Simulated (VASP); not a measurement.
# Cs7Sn8I23 (a cell with a defect) in VASP: single point with r2SCAN

Aim: the single point of Cs7Sn8I23 (a cell with a defect) with r2SCAN.

Program: VASP 6.6.1. These are calculated values, not measurements. Logs are shortened: lines on timing, memory, paths and dates and some standing lists are left out, and cuts for length are marked.

### 1 The cell of the first run

The cell holds a defect, 38 atoms: a = 12.314 Å, b = 12.314 Å, c = 12.314 Å, α = 90.00°, β = 90.00°, γ = 90.00°.

### 2 Single point, r2SCAN

Input file POSCAR:

```
Cs7Sn8I23
1.0
   12.3144620000      0.0000000000      0.0000000000
    0.0000000000     12.3144620000      0.0000000000
    0.0000000000      0.0000000000     12.3144620000
Cs Sn I
7 8 23
Direct
    0.9833820000      0.9841080000      0.9962650000
    0.9888130000      0.9902190000      0.4974000000
    0.9900640000      0.5196630000      0.9982340000
    0.9764030000      0.5164030000      0.4975780000
    0.5199770000      0.9900730000      0.0002020000
    0.5158160000      0.9738660000      0.5009810000
    0.5202050000      0.5206870000      0.0032070000
    0.2545130000      0.2550290000      0.2617640000
    0.2522900000      0.2521460000      0.7422030000
    0.2506690000      0.7540370000      0.2506080000
    0.2493260000      0.7511440000      0.7511690000
    0.7533050000      0.2509890000      0.2504890000
    0.7511930000      0.2490860000      0.7510750000
    0.7491760000      0.7493520000      0.2499900000
    0.7475930000      0.7471690000      0.7480040000
    0.2362660000      0.2353540000      0.5019680000
    0.2440850000      0.7526050000      0.0009570000
    0.2416160000      0.7623630000      0.5009470000
    0.7535680000      0.2429650000      0.0009310000
    0.7621610000      0.2423490000      0.5008390000
    0.7522790000      0.7527540000      0.9993250000
    0.7543470000      0.7535710000      0.4992380000
    0.0038330000      0.2490320000      0.2398000000
    0.0032320000      0.2476760000      0.7688940000
    0.9995340000      0.7542140000      0.2487180000
    0.9984910000      0.7508540000      0.7501120000
    0.4994970000      0.2476950000      0.2315100000
    0.4989590000      0.2429260000      0.7682160000
    0.5003330000      0.7580780000      0.2416350000
    0.4991430000      0.7575210000      0.7581250000
    0.2497960000      0.0044570000      0.2385560000
    0.2467120000      0.0027350000      0.7683800000
    0.2449520000      0.5001210000      0.2337230000
    0.2445500000      0.4985010000      0.7681270000
    0.7525350000      0.9998200000      0.2493840000
    0.7522650000      0.9983140000      0.7493210000
    0.7588490000      0.5006380000      0.2405590000
    0.7567800000      0.4989180000      0.7585970000
```

Input file INCAR.step1:

```
SYSTEM = Cs7Sn8I23
PREC = Accurate
ENCUT = 520
ISMEAR = -1
SIGMA = 0.05
LREAL = Auto
LASPH = .TRUE.
NELM = 100
ISYM = 0
NBANDS = 193
GGA = PE
ALGO = Normal
EDIFF = 1E-4
LWAVE = .TRUE.
LCHARG = .FALSE.
NCORE = 4
```

Input file INCAR.step2:

```
SYSTEM = Cs7Sn8I23
PREC = Accurate
ENCUT = 520
EDIFF = 1E-6
ISMEAR = -1
SIGMA = 0.05
LREAL = Auto
LASPH = .TRUE.
NELM = 100
ALGO = Normal
ISIF = 2
LWAVE = .FALSE.
LCHARG = .FALSE.
METAGGA = R2SCAN
LMIXTAU = .TRUE.
ISYM = 0
NBANDS = 193
ISTART = 1
NCORE = 4
```

Input file KPOINTS:

```
Automatic mesh
0
Gamma
  1 1 1
  0.25 0.25 0.25
```

Potentials or basis: VASP PAW PBE potentials, release 64 (Cs_sv, Sn_d, I).

Started as:

```console
$ cat potpaw_PBE.64/Cs_sv/POTCAR potpaw_PBE.64/Sn_d/POTCAR potpaw_PBE.64/I/POTCAR > POTCAR
$ cp INCAR.step1 INCAR
$ mpirun -np 4 vasp_std > vasp.out
$ cp INCAR.step2 INCAR
$ mpirun -np 4 vasp_std > vasp.out
```

OUTCAR:

```text
SYSTEM = Cs7Sn8I23
   PREC = Accurate
   ENCUT = 520
   EDIFF = 1E-6
   ISMEAR = -1
   LREAL = Auto
   LASPH = .TRUE.
   NELM = 100
   ISIF = 2
   METAGGA = R2SCAN
   ISYM = 0
   ISTART = 1

 ion  position               nearest neighbor table
   1  0.983  0.984  0.996-
   2  0.989  0.990  0.497-
   3  0.990  0.520  0.998-
   4  0.976  0.516  0.498-
   5  0.520  0.990  0.000-
   6  0.516  0.974  0.501-
   7  0.520  0.521  0.003-
   8  0.255  0.255  0.262-  16 2.98  33 3.04  27 3.04  31 3.10  23 3.10
   9  0.252  0.252  0.742-  16 2.97  34 3.05  28 3.06  24 3.09  32 3.09
  10  0.251  0.754  0.251-  17 3.08  29 3.08  18 3.09  31 3.09  25 3.09  33 3.13
  11  0.249  0.751  0.751-  17 3.08  30 3.08  18 3.09  26 3.09  32 3.11  34 3.12
  12  0.753  0.251  0.250-  19 3.07  37 3.08  20 3.09  23 3.09  35 3.09  27 3.13
  13  0.751  0.249  0.751-  19 3.08  38 3.08  20 3.09  36 3.09  24 3.11  28 3.11
  14  0.749  0.749  0.250-  37 3.07  29 3.07  22 3.07  25 3.08  35 3.08  21 3.09
  15  0.748  0.747  0.748-  38 3.06  30 3.06  22 3.07  26 3.09  36 3.09  21 3.10
  16  0.236  0.235  0.502-   9 2.97   8 2.98
  17  0.244  0.753  0.001-  10 3.08  11 3.08
  18  0.242  0.762  0.501-  11 3.09  10 3.09
  19  0.754  0.243  0.001-  12 3.07  13 3.08
  20  0.762  0.242  0.501-  13 3.09  12 3.09
  21  0.752  0.753  0.999-  14 3.09  15 3.10
[... 15 lines left out ...]
  37  0.759  0.501  0.241-  14 3.07  12 3.08
  38  0.757  0.499  0.759-  15 3.06  13 3.08

IMPORTANT INFORMATION: All symmetrisations will be switched off!
NOSYMM: (Re-)initialisation of all symmetry stuff for point group C_1.

----------------------------------------------------------------------------------------

                                     Primitive cell

  volume of cell :    1867.4386

  direct lattice vectors                    reciprocal lattice vectors
    12.314462000  0.000000000  0.000000000     0.081205334  0.000000000  0.000000000
     0.000000000 12.314462000  0.000000000     0.000000000  0.081205334  0.000000000
     0.000000000  0.000000000 12.314462000     0.000000000  0.000000000  0.081205334

  length of vectors
    12.314462000 12.314462000 12.314462000     0.081205334  0.081205334  0.081205334

  position of ions in fractional coordinates (direct lattice)
     0.983382000  0.984108000  0.996265000
     0.988813000  0.990219000  0.497400000
     0.990064000  0.519663000  0.998234000
     0.976403000  0.516403000  0.497578000
     0.519977000  0.990073000  0.000202000
     0.515816000  0.973866000  0.500981000
[... 30 lines left out ...]
     0.758849000  0.500638000  0.240559000
     0.756780000  0.498918000  0.758597000

  ion indices of the primitive-cell ions
   primitive index   ion index
                 1           1
                 2           2
                 3           3
                 4           4
                 5           5
                 6           6
[... 30 lines left out ...]
                37          37
                38          38

----------------------------------------------------------------------------------------

 KPOINTS: Automatic mesh

Automatic generation of k-mesh.
 Grid dimensions read from file:
 generate k-points for:    1    1    1

 Generating k-lattice:

  Cartesian coordinates                     Fractional coordinates (reciprocal lattice)
     0.081205334  0.000000000  0.000000000     1.000000000  0.000000000  0.000000000
     0.000000000  0.081205334  0.000000000     0.000000000  1.000000000  0.000000000
     0.000000000  0.000000000  0.081205334     0.000000000  0.000000000  1.000000000

  Length of vectors
     0.081205334  0.081205334  0.081205334

  Shift w.r.t. Gamma in fractional coordinates (k-lattice)
     0.250000000  0.250000000  0.250000000

 Subroutine IBZKPT returns following result:
 ===========================================

 Found      4 irreducible k-points:

 Following reciprocal coordinates:
            Coordinates               Weight
  0.250000  0.250000  0.250000      2.000000
 -0.250000  0.250000  0.250000      2.000000
 -0.250000 -0.250000  0.250000      2.000000
  0.250000 -0.250000  0.250000      2.000000
   k-points           NKPTS =      4   k-points in BZ     NKDIM =      4   number of bands    NBANDS=    193
   number of dos      NEDOS =    301   number of ions     NIONS =     38
   total plane-waves  NPLWV = 884736
   dimension x,y,z NGX =    96 NGY =   96 NGZ =   96
   dimension x,y,z NGXF=   192 NGYF=  192 NGZF=  192
   ions per type =               7   8  23
   NGX,Y,Z   is equivalent  to a cutoff of  12.96, 12.96, 12.96 a.u.
   NGXF,Y,Z  is equivalent  to a cutoff of  25.92, 25.92, 25.92 a.u.
 SYSTEM =  Cs7Sn8I23
   PREC   = accura    normal or accurate (medium, high low for compatibility)
   ISTART =      1    job   : 0-new  1-cont  2-samecut
   ICHARG =      0    charge: 1-file 2-atom 10-const
   ISPIN  =      1    spin polarized calculation?
   LNONCOLLINEAR =      F non collinear calculations
   LSORBIT =      F    spin-orbit coupling
   LASPH  =      T    aspherical Exc in radial PAW
   ENCUT  =  520.0 eV  38.22 Ry    6.18 a.u.  22.90 22.90 22.90*2*pi/ulx,y,z
   NELM   =    100;   NELMIN=  2; NELMDL=  0     # of ELM steps
   EDIFF  = 0.1E-05   stopping-criterion for ELM
   LREAL  =      T    real-space projection
   EDIFFG = 0.1E-04   stopping-criterion for IOM
   NSW    =      0    number of steps for IOM
   IBRION =     -1    ionic relax: 0-MD 1-quasi-New 2-CG
   NFREE  =      0    steps in history (QN), initial steepest desc. (CG)
   ISIF   =      2    stress and relaxation
   ISYM   =      0    0-nonsym 1-usesym 2-fastsym
   POTIM  = 0.5000    time-step for ionic-motion
   TEBEG  =    0.0;   TEEND  =   0.0 temperature during run
   PSTRESS=    0.0 pullay stress
   NELECT =     336.0000    total number of electrons
   NUPDOWN=      -1.0000    fix difference up-down
   EMIN   =  10.00;   EMAX   =-10.00  energy-range for DOS
   EFERMI =   0.00;   METHOD = LEGACY
   ISMEAR =    -1;   SIGMA  =   0.05  broadening in eV -4-tet -1-fermi 0-gaus
   EFERMI_NEDOS =   21; number of points for ismear=-14 and -15
   IALGO  =     38    algorithm
   IMIX   =      4    mixing-type and parameters
     AMIX     =   0.40;   BMIX     =  1.00
     AMIX_MAG =   1.60;   BMIX_MAG =  1.00
  volume/ion in A,a.u.               =      49.14       331.63
  Fermi-wavevector in a.u.,A,eV,Ry     =   0.924214  1.746511 11.621706  0.854171
  Thomas-Fermi vector in A             =   2.049935
   LORBIT       =      0    0 simple, 1 ext, 2 COOP (PROOUT), +10 PAW based schemes
   METAGGA = R2SCAN    functional components
   LHFCALC =     F    Hartree Fock is set to
   AEXX    =    0.0000 exact exchange contribution
   IVDW    =     0    specifies the selected vdW correction
   LEPSILON=     F    determine dielectric tensor
   LRPA    =     F    only Hartree local field effects (RPA)
 non-spin polarized calculation
  energy-cutoff  :      520.00
  volume of cell :     1867.44
 maximum number of plane-waves:     50327
 NGX is ok and might be reduce to    96
   NGX = 45   NGY = 45   NGZ = 45

 number of electron     336.0000004 magnetization

 Free energy of the ion-electron system (eV)
  ---------------------------------------------------
  ext. energy  EPLUGINS =         0.00000000
  ---------------------------------------------------
  free energy    TOTEN  =      -975.80710525 eV

  energy without entropy =     -975.80710502  energy(sigma->0) =     -975.80710513

 E-fermi :   2.3437     XC(G=0):  -7.6965

 val. band max:        1.5192687013   @ k =  -0.2500  -0.2500   0.2500
 cond. band min:       3.1701855593   @ k =   0.2500  -0.2500   0.2500
 fundamental gap:      1.6509168580
 Fermi energy:         2.3436758989

 k-point     1 :       0.2500    0.2500    0.2500
  band No.  band energies     occupation
      1     -20.5522      2.00000
      2     -20.5422      2.00000
      3     -20.5099      2.00000
      4     -20.5087      2.00000
      5     -20.4998      2.00000
      6     -20.4990      2.00000
[... 172 lines left out ...]
    179       4.4663      0.00000
    180       4.5050      0.00000

 k-point     2 :      -0.2500    0.2500    0.2500
  band No.  band energies     occupation
      1     -20.5522      2.00000
      2     -20.5422      2.00000
      3     -20.5099      2.00000
      4     -20.5087      2.00000
      5     -20.4998      2.00000
      6     -20.4990      2.00000
[... 172 lines left out ...]
    179       4.4744      0.00000
    180       4.5144      0.00000

 k-point     3 :      -0.2500   -0.2500    0.2500
  band No.  band energies     occupation
      1     -20.5522      2.00000
      2     -20.5422      2.00000
      3     -20.5099      2.00000
      4     -20.5087      2.00000
      5     -20.4998      2.00000
      6     -20.4990      2.00000
[... 172 lines left out ...]
    179       4.4727      0.00000
    180       4.5136      0.00000

 k-point     4 :       0.2500   -0.2500    0.2500
  band No.  band energies     occupation
      1     -20.5522      2.00000
      2     -20.5422      2.00000
      3     -20.5099      2.00000
      4     -20.5087      2.00000
      5     -20.4998      2.00000
      6     -20.4990      2.00000
[... 172 lines left out ...]
    179       4.4764      0.00000
    180       4.5161      0.00000
 [bands above 180 left out]

------------------------ aborting loop because EDIFF is reached ----------------------------------------

  FORCE on cell =-STRESS in cart. coord.  units (eV):
  Direction    XX          YY          ZZ          XY          YZ          ZX
  --------------------------------------------------------------------------------------
  -------------------------------------------------------------------------------------
  Total        5.2785846      5.2812465      2.9216124     -0.2187649     -0.0705900     -0.0316057
  in kB        4.5287854      4.5310692      2.5066105     -0.1876903     -0.0605630     -0.0271162
  external PRESSURE =       3.8554884 kB  Pullay stress =       0.0000000 kB

 VOLUME and BASIS-vectors are now :
 -----------------------------------------------------------------------------
  energy-cutoff  :      520.00
  volume of cell :     1867.44
      direct lattice vectors                 reciprocal lattice vectors
    12.314462000  0.000000000  0.000000000     0.081205334  0.000000000  0.000000000
     0.000000000 12.314462000  0.000000000     0.000000000  0.081205334  0.000000000
     0.000000000  0.000000000 12.314462000     0.000000000  0.000000000  0.081205334

 POSITION                                       TOTAL-FORCE (eV/Angst)
 -----------------------------------------------------------------------------------
     12.10982     12.11876     12.26847         0.041041      0.036517      0.013284
     12.17670     12.19401      6.12521         0.031217      0.025138      0.006205
     12.19211      6.39937     12.29271         0.016563     -0.033473      0.007976
     12.02388      6.35923      6.12741         0.052088     -0.053936      0.005519
      6.40324     12.19222      0.00249        -0.036110      0.017019     -0.000838
      6.35200     11.99264      6.16931        -0.052716      0.058311     -0.003046
[... 30 lines left out ...]
      9.34482      6.16509      2.96235        -0.018839     -0.015373      0.022521
      9.31934      6.14391      9.34171        -0.021391     -0.007878     -0.016282
 -----------------------------------------------------------------------------------
    total drift:                                0.007110      0.022498     -0.016287

  FREE ENERGIE OF THE ION-ELECTRON SYSTEM (eV)
  ---------------------------------------------------
  free  energy   TOTEN  =      -975.8071052460 eV

  energy  without entropy=     -975.8071050171  energy(sigma->0) =     -975.80710513
```

Wall time 28 min (4 MPI ranks of AMD EPYC 7R13 (Zen 3), shared host); peak memory 0.71 GiB.

Results:

| Property | Result |
| --- | --- |
| Free energy | -975.8071 eV |
| Pressure | 0.4 GPa |
| Largest force | 0.079 eV/Å |
| Band gap on the k mesh | 1.65 eV |

Forces on the atoms (eV/Å):
```
Cs   0.041  0.037  0.013
Cs   0.031  0.025  0.006
Cs   0.017 -0.033  0.008
Cs   0.052 -0.054  0.006
Cs  -0.036  0.017 -0.001
Cs  -0.053  0.058 -0.003
Cs  -0.045 -0.047 -0.011
Sn  -0.005  0.005 -0.071
Sn   0.014  0.014  0.073
Sn   0.006 -0.016  0.011
Sn   0.013 -0.005 -0.015
Sn  -0.017  0.000  0.011
Sn  -0.002  0.015 -0.019
Sn   0.008  0.005  0.016
Sn   0.010  0.016  0.002
I    0.020  0.019  0.006
I    0.008 -0.006 -0.004
I    0.030 -0.010 -0.002
I   -0.007  0.008 -0.005
I   -0.014  0.031  0.001
I    0.004  0.005 -0.006
I   -0.025 -0.025  0.005
I   -0.002 -0.005 -0.035
I   -0.001  0.007  0.004
I    0.008 -0.004  0.008
I    0.006  0.005 -0.008
I   -0.017  0.009  0.014
I   -0.013  0.016 -0.004
I   -0.013 -0.022  0.022
I   -0.007 -0.021 -0.011
I   -0.002 -0.001 -0.035
I    0.005 -0.001  0.007
I    0.009 -0.015  0.013
I    0.020 -0.009 -0.006
I   -0.007  0.008  0.008
I    0.002 -0.002 -0.004
I   -0.019 -0.015  0.023
I   -0.021 -0.008 -0.016
```

Levels at points of the mesh, in eV from the valence-band top:
| k point | band 166 | band 167 | band 168 | band 169 | band 170 | band 171 |
| --- | --- | --- | --- | --- | --- | --- |
| (0.25, 0.25, 0.25) | -0.36 | -0.34 | -0.01 | 1.65 | 2.35 | 2.43 |

Caveat: the PAW data sets were made with another functional, which shifts forces and pressure a little; spin-orbit coupling is left out, which moves the levels of the heavy elements.
